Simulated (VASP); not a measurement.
Here is a VASP 6.6.1 calculation.

Contents of POSCAR:

```
SnTe
1.0
    0.0000000000      3.5837409463      3.5837409463
    3.5837409463      0.0000000000      3.5837409463
    3.5837409463      3.5837409463      0.0000000000
Te Sn
1 1
Direct
    0.2500000000      0.2500000000      0.2500000000
    0.0000000000      0.0000000000      0.0000000000
```

The input INCAR.step1:

```
PREC     = Accurate       # precision mode
ENCUT    = 520            # plane-wave cutoff, eV
EDIFF    = 1E-5           # SCF threshold, eV
ISMEAR   = -1             # smearing method
SIGMA    = 0.05           # smearing width, eV
LREAL    = F              # projectors in reciprocal space
LASPH    = T              # aspherical terms in the spheres
NELM     = 80             # most SCF steps
ALGO     = Normal         # electronic algorithm
ISIF     = 2              # what is computed and relaxed
LWAVE    = T              # write WAVECAR
GGA      = PE             # functional
NBANDS   = 17             # bands
```

The input INCAR.step2:

```
PREC     = Accurate       # precision mode
ENCUT    = 520            # plane-wave cutoff, eV
EDIFF    = 1E-7           # SCF threshold, eV
ISMEAR   = -1             # smearing method
SIGMA    = 0.05           # smearing width, eV
LREAL    = F              # projectors in reciprocal space
LASPH    = T              # aspherical terms in the spheres
NELM     = 80             # most SCF steps
ALGO     = Normal         # electronic algorithm
ISIF     = 2              # what is computed and relaxed
LWAVE    = F              # write WAVECAR
LCHARG   = T              # write CHGCAR
GGA      = PE             # functional
LHFCALC  = T              # exact exchange
AEXX     = 0.25           # exact-exchange fraction
PRECFOCK = Normal       
LELF     = T              # ELF
LVHAR    = T            
ISTART   = 1            
NBANDS   = 17             # bands
```

KPOINTS

```
Automatic mesh
0
Gamma
  4 4 4
```

Potentials or basis: VASP PAW PBE potentials, release 64 (Te, Sn_d).

Command:

```console
$ cat potpaw_PBE.64/Te/POTCAR potpaw_PBE.64/Sn_d/POTCAR > POTCAR
$ cp INCAR.step1 INCAR
$ mpirun -np 1 vasp_std > vasp.out
$ cp INCAR.step2 INCAR
$ mpirun -np 1 vasp_std > vasp.out
```

What does it give for the band gap on the k mesh?

0.91 eV (least direct gap 1.77 eV).

What does it give for the pressure?

-0.2 GPa.

Caveat: the PAW data sets were made with another functional, which shifts forces and pressure a little; spin-orbit coupling is left out, which moves the levels of the heavy elements. A k mesh can miss the band edges.
